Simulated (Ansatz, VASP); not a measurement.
One calculation of HfO2, two programs

```
CELL_PARAMETERS angstrom
4.83820 0.00000 0.00000
0.00000 4.83820 0.00000
0.00000 0.00000 3.22035
ATOMIC_POSITIONS crystal
Hf 0.00000 0.00000 0.00000
Hf 0.50000 0.50000 0.50000
O 0.19492 0.80508 0.50000
O 0.30508 0.30508 0.00000
O 0.69492 0.69492 0.00000
O 0.80508 0.19492 0.50000
```

Alike in both runs: task single point; functional r2SCAN; k mesh 6 × 6 × 8; occupations gaussian, width 0.02 eV; no spin polarisation.

```csv
,VASP,Ansatz
version,VASP 6.6.1,Ansatz 0.2.0
potentials or method,"VASP PAW PBE potentials, release 64 (Hf_pv, O), cutoff 520 eV","scalar-relativistic, plane waves, PAW"
valence electrons in the cell,44,76
```

|  | VASP | Ansatz | Ansatz less VASP |
| --- | --- | --- | --- |
| gap on the k mesh at the Fermi level (eV) | 4.47 | 4.53 | +0.062 |
| least direct gap on the mesh (eV) | 4.47 | 4.53 | +0.062 |

VASP's potentials were made for PBE, not for r2SCAN. With one functional, cell and mesh, what is left measures potentials, basis and numerics. VASP's potentials hold 44 valence electrons a cell and Ansatz's 76, so a difference there can come from the potentials and not from the codes.

Neither program's run includes spin-orbit coupling.
